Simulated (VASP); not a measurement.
Input of a VASP 6.6.1 run:

Contents of POSCAR:

```
Ti
1.0
    0.0000000000      2.0129403699      2.0129403699
    2.0129403699      0.0000000000      2.0129403699
    2.0129403699      2.0129403699      0.0000000000
Ti
1
Direct
    0.0000000000      0.0000000000      0.0000000000
```

The input INCAR.step1:

```
SYSTEM = Ti
ALGO     = Normal         ! electronic algorithm
EDIFF    = 1E-4           ! SCF threshold, eV
ENCUT    = 520            ! plane-wave cutoff, eV
GGA      = PE             ! functional
ISMEAR   = -1             ! smearing method
LASPH    = .TRUE.         ! aspherical terms in the spheres
LCHARG   = .FALSE.        ! write CHGCAR
LREAL    = .FALSE.        ! projectors in reciprocal space
LWAVE    = .TRUE.         ! write WAVECAR
NBANDS   = 12             ! bands
NELM     = 60             ! most SCF steps
PREC     = Accurate       ! precision mode
SIGMA    = 0.1            ! smearing width, eV
```

The input INCAR.step2:

```
SYSTEM = Ti
ALGO     = Normal         ! electronic algorithm
EDIFF    = 1E-7           ! SCF threshold, eV
ENCUT    = 520            ! plane-wave cutoff, eV
ISIF     = 2              ! what is computed and relaxed
ISMEAR   = -1             ! smearing method
ISTART   = 1            
LASPH    = .TRUE.         ! aspherical terms in the spheres
LCHARG   = .FALSE.        ! write CHGCAR
LMIXTAU  = .TRUE.       
LREAL    = .FALSE.        ! projectors in reciprocal space
LWAVE    = .FALSE.        ! write WAVECAR
METAGGA  = R2SCAN         ! meta-GGA
NBANDS   = 12             ! bands
NELM     = 60             ! most SCF steps
PREC     = Accurate       ! precision mode
SIGMA    = 0.1            ! smearing width, eV
```

File KPOINTS:

```
k-points
0
G
  12 12 12
  0 0 0
```

Potentials or basis: VASP PAW PBE potentials, release 64 (Ti_sv).

Launch:

```console
$ cat potpaw_PBE.64/Ti_sv/POTCAR > POTCAR
$ cp INCAR.step1 INCAR
$ mpirun -np 1 vasp_std > vasp.out
$ cp INCAR.step2 INCAR
$ mpirun -np 1 vasp_std > vasp.out
```

Task: What does it give for the pressure?

Result: 8.4 GPa.

Task: Estimate the band gap on the k mesh.

Result: Zero (band 6 reaches 9.97 eV, above the bottom of band 7 at 8.49 eV).

Caveat: the PAW data sets were made with another functional, which shifts forces and pressure a little.
